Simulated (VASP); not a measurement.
Wanted: the native input for a VASP 6.6.1 run.

- Task: single point
- Functional: PBE
- Potentials or basis: VASP PAW PBE potentials, release 64 (Ta_pv)
- Cutoff: 520 eV
- k mesh: 17 × 17 × 17
- Occupations: fermi-dirac, width 0.05 eV
- Spin: no spin polarisation
- Dipole correction: no
- Further INCAR settings: ALGO = Normal; EDIFF = 1e-06; NBANDS = 12

The structure of Ta lies in POSCAR:

```
Ta
1.0
    2.5203586759      0.0000000000      0.0000000000
    0.0000000000      2.5203586759      0.0000000000
    0.0000000000      0.0000000000      2.5203586759
Ta
1
Direct
    0.0000000000      0.0000000000      0.0000000000
```

One way to write it, as run:

INCAR

```
ALGO     = Normal         # electronic algorithm
EDIFF    = 1E-6           # SCF threshold, eV
ENCUT    = 520            # plane-wave cutoff, eV
GGA      = PE             # functional
ISIF     = 2              # what is computed and relaxed
ISMEAR   = -1             # smearing method
LASPH    = T              # aspherical terms in the spheres
LCHARG   = F              # write CHGCAR
LREAL    = F              # projectors in reciprocal space
LWAVE    = F              # write WAVECAR
NBANDS   = 12             # bands
NELM     = 60             # most SCF steps
PREC     = Accurate       # precision mode
SIGMA    = 0.05           # smearing width, eV
```

KPOINTS

```
k-points
0
Gamma
  17 17 17
```

Potentials or basis: VASP PAW PBE potentials, release 64 (Ta_pv).

Launch:

```sh
$ cat potpaw_PBE.64/Ta_pv/POTCAR > POTCAR
$ mpirun -np 1 vasp_std > vasp.out
```

It gave:

```yaml
Pressure: 60.9 GPa
```

Wall time 11 s on 1 thread of Intel Xeon 6975P-C, with other jobs on the host, peak memory 0.15 GiB.
